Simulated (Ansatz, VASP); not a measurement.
Two plane-wave programs on TiAl

The input INCAR:

```
PREC = Accurate
ENCUT = 520
EDIFF = 1E-7
ISMEAR = 0
SIGMA = 0.15
LREAL = False
LASPH = True
NELM = 60
ALGO = Fast
ISIF = 2
LWAVE = False
LCHARG = False
GGA = PS
NBANDS = 14
```

Contents of KPOINTS:

```
Automatic mesh
0
Gamma
  20 20 20
```

Contents of POSCAR:

```
TiAl
1.0
    3.1564740774      0.0000000000      0.0000000000
    0.0000000000      3.1564740774      0.0000000000
    0.0000000000      0.0000000000      3.1564740774
Ti Al
1 1
Direct
    0.0000000000      0.0000000000      0.0000000000
    0.4881196553      0.5000000000      0.5000000000
```

Input for Ansatz:

```yaml
crystal:
  lattice:
    - [3.1564740774, 0.0, 0.0]
    - [0.0, 3.1564740774, 0.0]
    - [0.0, 0.0, 3.1564740774]
  atoms:
    - { symbol: Ti, position: [0.0, 0.0, 0.0] }
    - { symbol: Al, position: [0.4881196553, 0.5, 0.5] }
basis:
  ecutwfc: 420
kpoints:
  mp_grid: { grid: [20, 20, 20] }
hamiltonian:
  xc: pbesol
scf:
  occupations: { method: gaussian, width: 0.15 }
output:
  forces: true
  stress: true
  eigenvalues: true
```

Change from the starting cell: all Al atoms moved +0.037 Å, as atom 2 towards its neighbour atom 2 (Al) at 3.156 Å.

Alike in both runs: task single point; functional PBEsol; k mesh 20 × 20 × 20; occupations gaussian, width 0.15 eV; no spin polarisation.

```csv
,VASP,Ansatz
version,VASP 6.6.1,Ansatz 0.2.0
potentials or method,"VASP PAW PBE potentials, release 64 (Ti_sv, Al), cutoff 520 eV","scalar-relativistic, plane waves, PAW"
valence electrons in the cell,15,15
```

|  | VASP | Ansatz | Ansatz less VASP |
| --- | --- | --- | --- |
| gap on the k mesh at the Fermi level (eV) | none | none | - |
| pressure (GPa) | 0.1 | 0.1 | -0.05 |
| rms of the force components (eV/Å) | 0.143 | 0.143 | -0.0003 |

VASP's potentials were made for PBE, not for PBEsol. Atom by atom the forces differ by 0.000 eV/Å (rms over components). A gap of «none» marks a metal or a gap that the smearing closes.
